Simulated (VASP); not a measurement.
# SnO2 (rutile type) (P4_2/mnm) in VASP: a series of runs

Runs on SnO2 (rutile type). Level: PBE. Tasks: relaxation of cell and atoms, single point.

Everything below comes from runs of VASP 6.6.1. Logs are shortened: lines on timing, memory, paths and dates and some standing lists are left out, and cuts for length are marked.

**1. The cell of the first run**

Symmetry: P4_2/mnm, No. 136, tetragonal system. Conventional cell: a = 4.853 Å, b = 4.853 Å, c = 3.203 Å, α = 90.00°, β = 90.00°, γ = 90.00°. Sn (site symmetry mmm) has 6 O at 2.09 Å within 2.8 Å. Within 2.8 Å of O (site symmetry m2m) lie 3 Sn at 2.09 Å and 1 O at 2.68 Å.

**2. Relaxation of cell and atoms, PBE, target pressure 0.028 GPa, at which the enthalpy is minimised**

File INCAR:

```
SYSTEM = SnO2
  PREC = Accurate
  ENCUT = 600
  EDIFF = 1E-6
  ISMEAR = -1
  SIGMA = 0.08
  LREAL = .False.
  LASPH = .True.
  NELM = 100
  ALGO = Normal
  ISIF = 3
  LWAVE = .False.
  LCHARG = .False.
  GGA = PE
  IBRION = 2
  NSW = 60
  EDIFFG = -0.005
  PSTRESS = 0.28
```

File KPOINTS:

```
Automatic mesh
0
Gamma
  7 7 10
  0 0 0
```

File POSCAR:

```
SnO2
1.0
    4.8533739757      0.0000000000      0.0000000000
    0.0000000000      4.8533739757      0.0000000000
    0.0000000000      0.0000000000      3.2032268240
Sn O
2 4
Direct
    0.0000000000      0.0000000000      0.0000000000
    0.5000000000      0.5000000000      0.5000000000
    0.3050000000      0.3050000000      0.0000000000
    0.6950000000      0.6950000000      0.0000000000
    0.8050000000      0.1950000000      0.5000000000
    0.1950000000      0.8050000000      0.5000000000
```

Potentials or basis: VASP PAW PBE potentials, release 64 (Sn_d, O).

The run is started by

```
$ cat potpaw_PBE.64/Sn_d/POTCAR potpaw_PBE.64/O/POTCAR > POTCAR
$ mpirun -np 1 vasp_std > vasp.out
```

OUTCAR:

```text
SYSTEM = SnO2
   PREC = Accurate
   ENCUT = 600
   EDIFF = 1E-6
   ISMEAR = -1
   LREAL = .False.
   LASPH = .True.
   NELM = 100
   ISIF = 3
   GGA = PE
   IBRION = 2
   NSW = 60
   EDIFFG = -0.005
   PSTRESS = 0.28

 ion  position               nearest neighbor table
   1  0.000  0.000  0.000-   5 2.09   6 2.09   5 2.09   6 2.09   3 2.09   4 2.09
   2  0.500  0.500  0.500-   3 2.09   4 2.09   3 2.09   4 2.09   5 2.09   6 2.09
   3  0.305  0.305  0.000-   2 2.09   2 2.09   1 2.09
   4  0.695  0.695  0.000-   2 2.09   2 2.09   1 2.09
   5  0.805  0.195  0.500-   1 2.09   1 2.09   2 2.09
   6  0.195  0.805  0.500-   1 2.09   1 2.09   2 2.09

  LATTYP: Found a simple tetragonal cell.
 ALAT       =     4.8533739757
 C/A-ratio  =     0.6600000000

  Lattice vectors:

 A1 = (   4.8533739757,   0.0000000000,   0.0000000000)
 A2 = (   0.0000000000,   4.8533739757,   0.0000000000)
 A3 = (   0.0000000000,   0.0000000000,   3.2032268240)

Analysis of symmetry for initial positions (statically):
=====================================================================
 Subroutine PRICEL returns:
 Original cell was already a primitive cell.

 Routine SETGRP: Setting up the symmetry group for a
 simple tetragonal supercell.

 Subroutine GETGRP returns: Found 16 space group operations
 (whereof  8 operations were pure point group operations)
 out of a pool of 16 trial point group operations.

The static configuration has the point symmetry D_2h.
 The point group associated with its full space group is D_4h.

Analysis of symmetry for dynamics (positions and initial velocities):
=====================================================================
 Subroutine PRICEL returns:
 Original cell was already a primitive cell.

 Routine SETGRP: Setting up the symmetry group for a
 simple tetragonal supercell.

 Subroutine GETGRP returns: Found 16 space group operations
 (whereof  8 operations were pure point group operations)
 out of a pool of 16 trial point group operations.

The dynamic configuration has the point symmetry D_2h.
 The point group associated with its full space group is D_4h.

 Subroutine INISYM returns: Found 16 space group operations
 (whereof  8 operations are pure point group operations),
 and found     1 'primitive' translations

----------------------------------------------------------------------------------------

                                     Primitive cell

  volume of cell :      75.4528

  direct lattice vectors                    reciprocal lattice vectors
     4.853373976  0.000000000  0.000000000     0.206042231  0.000000000  0.000000000
     0.000000000  4.853373976  0.000000000     0.000000000  0.206042231  0.000000000
     0.000000000  0.000000000  3.203226824     0.000000000  0.000000000  0.312185198

  length of vectors
     4.853373976  4.853373976  3.203226824     0.206042231  0.206042231  0.312185198

  position of ions in fractional coordinates (direct lattice)
     0.000000000  0.000000000  0.000000000
     0.500000000  0.500000000  0.500000000
     0.305000000  0.305000000  0.000000000
     0.695000000  0.695000000  0.000000000
     0.805000000  0.195000000  0.500000000
     0.195000000  0.805000000  0.500000000

  ion indices of the primitive-cell ions
   primitive index   ion index
                 1           1
                 2           2
                 3           3
                 4           4
                 5           5
                 6           6

----------------------------------------------------------------------------------------

 KPOINTS: Automatic mesh

Automatic generation of k-mesh.
 Grid dimensions read from file:
 generate k-points for:    7    7   10

 Generating k-lattice:

  Cartesian coordinates                     Fractional coordinates (reciprocal lattice)
     0.029434604  0.000000000  0.000000000     0.142857143  0.000000000  0.000000000
     0.000000000  0.029434604  0.000000000     0.000000000  0.142857143  0.000000000
     0.000000000  0.000000000  0.031218520     0.000000000  0.000000000  0.100000000

  Length of vectors
     0.029434604  0.029434604  0.031218520

  Shift w.r.t. Gamma in fractional coordinates (k-lattice)
     0.000000000  0.000000000  0.000000000

 Subroutine IBZKPT returns following result:
 ===========================================

 Found     60 irreducible k-points:

 Following reciprocal coordinates:
            Coordinates               Weight
  0.000000  0.000000  0.000000      1.000000
  0.142857  0.000000  0.000000      4.000000
  0.285714  0.000000  0.000000      4.000000
  0.428571  0.000000  0.000000      4.000000
  0.142857  0.142857  0.000000      4.000000
  0.285714  0.142857  0.000000      8.000000
[... 16 lines left out ...]
  0.285714  0.000000  0.200000      8.000000
  0.428571  0.000000  0.200000      8.000000
 [... further k-points ...]
   k-points           NKPTS =     60   k-points in BZ     NKDIM =     60   number of bands    NBANDS=     31
   number of dos      NEDOS =    301   number of ions     NIONS =      6
   total plane-waves  NPLWV =  44800
   dimension x,y,z NGX =    40 NGY =   40 NGZ =   28
   dimension x,y,z NGXF=    80 NGYF=   80 NGZF=   56
   ions per type =               2   4
   NGX,Y,Z   is equivalent  to a cutoff of  13.70, 13.70, 14.53 a.u.
   NGXF,Y,Z  is equivalent  to a cutoff of  27.40, 27.40, 29.06 a.u.
 SYSTEM =  SnO2
   PREC   = accura    normal or accurate (medium, high low for compatibility)
   ISTART =      0    job   : 0-new  1-cont  2-samecut
   ICHARG =      2    charge: 1-file 2-atom 10-const
   ISPIN  =      1    spin polarized calculation?
   LNONCOLLINEAR =      F non collinear calculations
   LSORBIT =      F    spin-orbit coupling
   LASPH  =      T    aspherical Exc in radial PAW
   ENCUT  =  600.0 eV  44.10 Ry    6.64 a.u.   9.69  9.69  6.40*2*pi/ulx,y,z
   NELM   =    100;   NELMIN=  2; NELMDL= -5     # of ELM steps
   EDIFF  = 0.1E-05   stopping-criterion for ELM
   LREAL  =      F    real-space projection
   EDIFFG = -.5E-02   stopping-criterion for IOM
   NSW    =     60    number of steps for IOM
   IBRION =      2    ionic relax: 0-MD 1-quasi-New 2-CG
   NFREE  =      1    steps in history (QN), initial steepest desc. (CG)
   ISIF   =      3    stress and relaxation
   ISYM   =      2    0-nonsym 1-usesym 2-fastsym
   POTIM  = 0.5000    time-step for ionic-motion
   TEBEG  =    0.0;   TEEND  =   0.0 temperature during run
   PSTRESS=    0.3 pullay stress
   NELECT =      52.0000    total number of electrons
   NUPDOWN=      -1.0000    fix difference up-down
   EMIN   =  10.00;   EMAX   =-10.00  energy-range for DOS
   EFERMI =   0.00;   METHOD = LEGACY
   ISMEAR =    -1;   SIGMA  =   0.08  broadening in eV -4-tet -1-fermi 0-gaus
   EFERMI_NEDOS =   21; number of points for ismear=-14 and -15
   IALGO  =     38    algorithm
   IMIX   =      4    mixing-type and parameters
     AMIX     =   0.40;   BMIX     =  1.00
     AMIX_MAG =   1.60;   BMIX_MAG =  1.00
  volume/ion in A,a.u.               =      12.58        84.86
  Fermi-wavevector in a.u.,A,eV,Ry     =   1.446053  2.732644 28.450725  2.091069
  Thomas-Fermi vector in A             =   2.564165
   LORBIT       =      0    0 simple, 1 ext, 2 COOP (PROOUT), +10 PAW based schemes
   GGA     = PE    functional components
   LHFCALC =     F    Hartree Fock is set to
   AEXX    =    0.0000 exact exchange contribution
   IVDW    =     0    specifies the selected vdW correction
   LEPSILON=     F    determine dielectric tensor
   LRPA    =     F    only Hartree local field effects (RPA)
 conjugate gradient relaxation of ions
 non-spin polarized calculation
  energy-cutoff  :      600.00
  volume of cell :       75.45
 maximum number of plane-waves:      2545
 NGX is ok and might be reduce to    40
   NGX = 19   NGY = 19   NGZ = 13

--------------------------------------- Ionic step        1  -------------------------------------------

 number of electron      52.0000003 magnetization

 Free energy of the ion-electron system (eV)
  ---------------------------------------------------
  ext. energy  EPLUGINS =         0.00000000
  ---------------------------------------------------
  free energy    TOTEN  =       -37.30796649 eV

  energy without entropy =      -37.30783142  energy(sigma->0) =      -37.30789896

------------------------ aborting loop because EDIFF is reached ----------------------------------------

  FORCE on cell =-STRESS in cart. coord.  units (eV):
  Direction    XX          YY          ZZ          XY          YZ          ZX
  --------------------------------------------------------------------------------------
  -------------------------------------------------------------------------------------
  Total       -0.1724268     -0.1724268      1.3917973     -0.0000000      0.0000000      0.0000000
  in kB       -3.6613411     -3.6613411     29.5536665     -0.0000000      0.0000000      0.0000000
  external PRESSURE =       7.1303281 kB  Pullay stress =       0.2800000 kB
[... 279 lines left out ...]
  enthalpy is  TOTEN    =       -37.3073800524 eV   P V=        0.0132156913

--------------------------------------- Ionic step        8  -------------------------------------------

 number of electron      52.0000001 magnetization

 Free energy of the ion-electron system (eV)
  ---------------------------------------------------
  ext. energy  EPLUGINS =         0.00000000
  ---------------------------------------------------
  free energy    TOTEN  =       -37.32059633 eV

  energy without entropy =      -37.32042385  energy(sigma->0) =      -37.32051009

 E-fermi :   5.9043     XC(G=0): -10.9655

 val. band max:        5.5067765895   @ k =   0.0000   0.0000   0.0000
 cond. band min:       6.1509631546   @ k =   0.0000   0.0000   0.0000
 fundamental gap:      0.6441865652
 Fermi energy:         5.9042978469

 k-point     1 :       0.0000    0.0000    0.0000
  band No.  band energies     occupation
      1     -15.5253      2.00000
      2     -14.8640      2.00000
      3     -14.6754      2.00000
      4     -14.6476      2.00000
      5     -14.6476      2.00000
      6     -14.5836      2.00000
[... 805 lines left out ...]
     30      13.4723      0.00000
     31      14.5791      0.00000

 [... further k-points ...]

------------------------ aborting loop because EDIFF is reached ----------------------------------------

  FORCE on cell =-STRESS in cart. coord.  units (eV):
  Direction    XX          YY          ZZ          XY          YZ          ZX
  --------------------------------------------------------------------------------------
  -------------------------------------------------------------------------------------
  Total        0.0002865      0.0002865      0.0408202     -0.0000000      0.0000000      0.0000000
  in kB        0.0060695      0.0060695      0.8649045     -0.0000000      0.0000000      0.0000000
  external PRESSURE =       0.0123479 kB  Pullay stress =       0.2800000 kB
[... 21 lines left out ...]
  FREE ENERGIE OF THE ION-ELECTRON SYSTEM (eV)
  ---------------------------------------------------
  free  energy   TOTEN  =       -37.3205963323 eV

  energy  without entropy=      -37.3204238501  energy(sigma->0) =      -37.32051009

  enthalpy is  TOTEN    =       -37.3073813969 eV   P V=        0.0132149354

 reached required accuracy - stopping structural energy minimisation
```

It took 7.2 min on 1 thread of Intel Xeon Platinum 8488C (Sapphire Rapids), shared host; peak memory 0.3 GiB.

What came out:

- Free energy: -37.3206 eV
- Relaxed volume: 12.60 Å³/atom
- Relaxed cell: a = 4.830 Å, b = 4.830 Å, c = 3.241 Å, α = 90.00°, β = 90.00°, γ = 90.00°
- Space group after relaxing (to 0.05 Å): P4_2/mnm (No. 136)
- Energy change on relaxing (the enthalpy is what falls): -2.1 meV/atom
- Ionic steps: 8
- Pressure after relaxing: 0.0 GPa
- Band gap on the k mesh: 0.64 eV, direct

The path:
| step | energy change (eV) | largest force (eV/Å) | pressure (GPa) | volume (Å³) |
| --- | --- | --- | --- | --- |
| 1 | 0.0000 | 0.1653 | 0.74 | 75.45 |
| 2 | -0.0107 | 0.0609 | -0.91 | 76.06 |
| 3 | -0.0107 | 0.0590 | -0.97 | 76.07 |
| 4 | -0.0118 | 0.0668 | 0.61 | 75.39 |
| 5 | -0.0126 | 0.0183 | 0.01 | 75.65 |
| 6 | -0.0126 | 0.0166 | -0.03 | 75.66 |
| 7 | -0.0126 | 0.0005 | 0.05 | 75.62 |
| 8 | -0.0126 | 0.0005 | 0.03 | 75.62 |

Final structure:
```
CELL_PARAMETERS angstrom
4.82998 0.00000 0.00000
0.00000 4.82998 0.00000
0.00000 0.00000 3.24136
ATOMIC_POSITIONS crystal
Sn 0.00000 0.00000 0.00000
Sn 0.50000 0.50000 0.50000
O 0.30651 0.30651 0.00000
O 0.69349 0.69349 0.00000
O 0.80651 0.19349 0.50000
O 0.19349 0.80651 0.50000
```

Levels at points of the mesh, in eV from the valence-band top:
```
           k point  band 23  band 24  band 25  band 26  band 27  band 28  band 29  band 30
(0.00, 0.00, 0.00)    -1.26    -0.74    -0.74     0.00     0.64     5.67     6.05     6.05
(0.00, 0.00, 0.50)    -1.52    -1.52    -1.18    -1.18     5.56     5.56     9.35     9.35
```

Caveat: the cell is relaxed towards a set pressure, so the enthalpy falls and the energy may rise; spin-orbit coupling is left out, which moves the levels of the heavy elements.

**3. Single point, PBE**

File INCAR:

```
PREC     = Accurate       # precision mode
ENCUT    = 520            # plane-wave cutoff, eV
EDIFF    = 1E-7           # SCF threshold, eV
ISMEAR   = -1             # smearing method
SIGMA    = 0.08           # smearing width, eV
LREAL    = False          # projectors in reciprocal space
LASPH    = True           # aspherical terms in the spheres
NELM     = 60             # most SCF steps
ALGO     = Normal         # electronic algorithm
ISIF     = 2              # what is computed and relaxed
LWAVE    = False          # write WAVECAR
LCHARG   = False          # write CHGCAR
GGA      = PE             # functional
NBANDS   = 35             # bands
```

File KPOINTS:

```
regular mesh
0
Gamma
  7 7 10
```

File POSCAR:

```
SnO2
1.0
    4.8273347381      0.0000000000      0.0000000000
    0.0000000000      4.8273347381      0.0000000000
    0.0000000000      0.0000000000      3.2380205637
Sn O
2 4
Direct
    0.0000000000      0.0000000000      0.0000000000
    0.5000000000      0.5000000000      0.5000000000
    0.3065752829      0.3065752829      0.0000000000
    0.6934247171      0.6934247171      0.0000000000
    0.8065752829      0.1934247171      0.5000000000
    0.1934247171      0.8065752829      0.5000000000
```

Potentials or basis: VASP PAW PBE potentials, release 64 (Sn_d, O).

The run is started by

```
$ cat potpaw_PBE.64/Sn_d/POTCAR potpaw_PBE.64/O/POTCAR > POTCAR
$ mpirun -np 1 vasp_std > vasp.out
```

It took 2 min on 1 thread of Intel Xeon Platinum 8488C (Sapphire Rapids), shared host; peak memory 0.26 GiB.

It converged, with:

```yaml
Free_energy: -37.3112 eV
Pressure: 0.6 GPa
Largest_force: 0.017 eV/Å
Band_gap_on_the_k_mesh: 0.67 eV, direct
```

Forces on the atoms (eV/Å):
```
Sn   0.000  0.000  0.000
Sn   0.000  0.000  0.000
O   -0.012 -0.012  0.000
O    0.012  0.012  0.000
O   -0.012  0.012  0.000
O    0.012 -0.012  0.000
```

Stress tensor (GPa, compression positive):
```
0.52 0.00 0.00
0.00 0.52 0.00
0.00 0.00 0.83
```

Levels at points of the mesh, in eV from the valence-band top:
| k point | band 22 | band 23 | band 24 | band 25 | band 26 | band 27 | band 28 | band 29 | band 30 | band 31 |
| --- | --- | --- | --- | --- | --- | --- | --- | --- | --- | --- |
| (0.00, 0.00, 0.00) | -1.26 | -1.26 | -0.74 | -0.74 | 0.00 | 0.67 | 5.69 | 6.06 | 6.06 | 10.12 |
| (0.00, 0.00, 0.50) | -2.58 | -1.53 | -1.53 | -1.18 | -1.18 | 5.59 | 5.59 | 9.36 | 9.36 | 10.31 |

Caveat: spin-orbit coupling is left out, which moves the levels of the heavy elements. A hybrid or GW would open this gap; PBE tends to underestimate it.

**4. Single point, PBE**

File INCAR:

```
SYSTEM = SnO2
PREC = Accurate
ENCUT = 520
EDIFF = 1E-6
ISMEAR = -1
SIGMA = 0.08
LREAL = .FALSE.
LASPH = .TRUE.
NELM = 100
ALGO = Normal
ISIF = 2
LWAVE = .FALSE.
LCHARG = .FALSE.
GGA = PE
NBANDS = 35
```

File KPOINTS:

```
regular mesh
0
G
  7 7 10
  0 0 0
```

POSCAR is that of step 3.

The run is started by

```
$ cat potpaw_PBE.64/Sn_d/POTCAR potpaw_PBE.64/O/POTCAR > POTCAR
$ mpirun -np 1 vasp_std > vasp.out
```

It took 92 s on 1 thread of Intel Xeon Platinum 8488C (Sapphire Rapids), shared host; peak memory 0.26 GiB.

The run converged. Its results:

| Property | Result |
| --- | --- |
| Free energy | -37.3112 eV |
| Pressure | 0.6 GPa |
| Largest force | 0.017 eV/Å |
| Band gap on the k mesh | 0.67 eV, direct |

Forces on the atoms (eV/Å):
```
Sn   0.000  0.000  0.000
Sn   0.000  0.000  0.000
O   -0.012 -0.012  0.000
O    0.012  0.012  0.000
O   -0.012  0.012  0.000
O    0.012 -0.012  0.000
```

Stress tensor (GPa, compression positive):
```
0.53 0.00 0.00
0.00 0.53 0.00
0.00 0.00 0.83
```

Levels at points of the mesh, in eV from the valence-band top:
```tsv
k point	band 23	band 24	band 25	band 26	band 27	band 28	band 29	band 30
(0.00, 0.00, 0.00)	-1.26	-0.74	-0.74	0.00	0.67	5.69	6.06	6.06
(0.00, 0.00, 0.50)	-1.53	-1.53	-1.18	-1.18	5.59	5.59	9.36	9.36
```

Caveat: spin-orbit coupling is left out, which moves the levels of the heavy elements.
